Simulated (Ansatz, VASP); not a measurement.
# WS in VASP and in Ansatz

```
W S
1.0
     0.00000    2.97474    2.97474
     2.97474    0.00000    2.97474
     2.97474    2.97474    0.00000
W S
1 1
Cartesian
  0.0000 0.0000 0.0000
  1.4874 1.4874 1.4874
```

Alike in both runs: task single point; functional PBE; k mesh 12 × 12 × 12; occupations gaussian, width 0.1 eV; collinear spin; Hubbard terms W d U = 6.2 eV.

|  | VASP | Ansatz |
| --- | --- | --- |
| version | VASP 6.6.1 | Ansatz 0.2.0 |
| potentials or method | VASP PAW PBE potentials, release 64 (W_sv, S), cutoff 520 eV | scalar-relativistic, plane waves, PAW |
| valence electrons in the cell | 20 | 20 |

VASP gave:

```
gap on the k mesh at the Fermi level (eV)                     : none
pressure (GPa)                                                : -1.9
net moment per atom (μB)                                      : 2.00
size of the moment on the site where the two differ most (μB) : 3.18
```

Problem. What did Ansatz give for the same quantities?

Solution. gap on the k mesh at the Fermi level (eV): none; pressure (GPa): 0.0; net moment per atom (μB): 2.00; size of the moment on the site where the two differ most (μB): 2.73.

Site moments also hang on the region over which each program counts them. The programs project onto different local orbitals, so the same U acts differently, and such runs can settle in different states. A gap of «none» marks a metal or a gap that the smearing closes. Ansatz's warnings: filled band counts differ across k points.

Spin-orbit coupling is off throughout.
